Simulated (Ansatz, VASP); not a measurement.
## C: VASP beside Ansatz

File INCAR:

```
SYSTEM = C
ALGO = Normal ; EDIFF = 1E-6
ENCUT = 520 ; ISIF = 2
ISMEAR = 0 ; LASPH = .TRUE.
LCHARG = .TRUE. ; LELF = .TRUE.
LREAL = .FALSE. ; LVHAR = .TRUE.
LWAVE = .FALSE. ; NBANDS = 11
NELM = 100 ; PREC = Accurate
SIGMA = 0.05
```

The input KPOINTS:

```
k-points
0
G
  12 12 12
  0 0 0
```

POSCAR

```
C
1.0
    0.0000000000      1.6533088881      1.8207890785
    1.6533088881      0.0000000000      1.8207890785
    1.6533088881      1.6533088881      0.0000000000
C
2
Direct
    0.5000000000      0.5000000000      0.5000000000
    0.7500000000      0.7500000000      0.7500000000
```

Input for Ansatz:

```yaml
crystal:
  lattice:
    - [0.0, 1.6533088881, 1.8207890785]
    - [1.6533088881, 0.0, 1.8207890785]
    - [1.6533088881, 1.6533088881, 0.0]
  atoms:
    - { symbol: C, position: [0.5, 0.5, 0.5] }
    - { symbol: C, position: [0.75, 0.75, 0.75] }
basis:
  ecutwfc: 520.0
kpoints:
  mp_grid: { grid: [12, 12, 12] }
hamiltonian:
  xc: lda
  pseudopotentials: { kind: paw, azcp: { folder: soft_1 } }
scf:
  occupations: { method: gaussian, width: 0.05 }
output:
  forces: true
  stress: true
  eigenvalues: true
```

Alike in both runs: task single point; functional LDA; k mesh 12 × 12 × 12; occupations gaussian, width 0.05 eV; no spin polarisation.

|  | VASP | Ansatz |
| --- | --- | --- |
| version | VASP 6.6.1 | Ansatz 0.2.0 |
| potentials or method | VASP PAW LDA potentials, release 64 (C), cutoff 520 eV | scalar-relativistic, plane waves, PAW |
| valence electrons in the cell | 8 | 8 |

```tsv
	VASP	Ansatz	Ansatz less VASP
gap on the k mesh at the Fermi level (eV)	3.14	3.15	+0.014
least direct gap on the mesh (eV)	5.01	5.00	-0.003
```

Ansatz warns that its potentials were made for another functional, while VASP's fit it. LDA's correlation is that of Perdew and Zunger in VASP and of Perdew and Wang (1992) in Ansatz.
